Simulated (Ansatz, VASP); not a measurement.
# Zn in VASP and in Ansatz

```
CELL_PARAMETERS angstrom
2.55747 0.00000 0.00000
-1.27874 2.21483 0.00000
0.00000 0.00000 29.90647
ATOMIC_POSITIONS crystal
Zn 0.00000 0.00000 0.33372
Zn 0.00000 0.00000 0.23472
```

Alike in both runs: functional PBE; k mesh 24 × 24 × 1; occupations gaussian, width 0.1 eV; no spin polarisation.

Ansatz relaxed the structure, and its values are those at the end. VASP's run is a single point on that final structure, the one shown.

|  | VASP | Ansatz |
| --- | --- | --- |
| version | VASP 6.6.1 | Ansatz 0.2.0 |
| potentials or method | VASP PAW PBE potentials, release 64 (Zn), cutoff 520 eV | scalar-relativistic, plane waves, PAW |
| valence electrons in the cell | 24 | 24 |

Ansatz gave:

| Quantity | Value |
| --- | --- |
| gap on the k mesh at the Fermi level (eV) | none |
| rms of the force components (eV/Å) | 0.000 |

Q: What did VASP give for the same quantities?

A: gap on the k mesh at the Fermi level (eV): none; rms of the force components (eV/Å): 0.004.

A gap of «none» marks a metal or a gap that the smearing closes. Ansatz's warnings: slab cell height set, xc potential rough in thin density.
